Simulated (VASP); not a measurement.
A run of VASP 6.6.1 is set up as follows.

Contents of INCAR:

```
SYSTEM = AlNi
PREC = Accurate ; ENCUT = 520
EDIFF = 1E-6 ; ISMEAR = 0
SIGMA = 0.15 ; LREAL = .FALSE.
LASPH = .TRUE. ; NELM = 100
ALGO = Fast ; ISIF = 2
LWAVE = .FALSE. ; LCHARG = .TRUE.
GGA = PE ; LELF = .TRUE.
LVHAR = .TRUE. ; NBANDS = 14
```

KPOINTS

```
regular mesh
0
G
  20 20 20
  0 0 0
```

File POSCAR:

```
AlNi
1.0
    2.8207564398      0.0000000000      0.0000000000
    0.0000000000      2.8207564398      0.0000000000
    0.0000000000      0.0000000000      3.0377377044
Al Ni
1 1
Direct
    0.0000000000      0.0000000000      0.0000000000
    0.5000000000      0.5000000000      0.5000000000
```

Potentials or basis: VASP PAW PBE potentials, release 64 (Al, Ni).

Command:

```console
$ cat potpaw_PBE.64/Al/POTCAR potpaw_PBE.64/Ni/POTCAR > POTCAR
$ mpirun -np 1 vasp_std > vasp.out
```

Q: Estimate the pressure.

A: 0.4 GPa.

Q: Estimate the band gap on the k mesh.

A: Zero (an odd number of electrons rules out a gap without spin polarisation).

Stress tensor (GPa, compression positive):
```
 1.84  0.00  0.00
 0.00  1.84  0.00
 0.00  0.00 -2.37
```

Caveat: the cell differs from its parent crystal (strain -0.025 along x and y, +0.050 along z). Spin polarisation is off, so any magnetic state and its effect on volume and gap are missing.
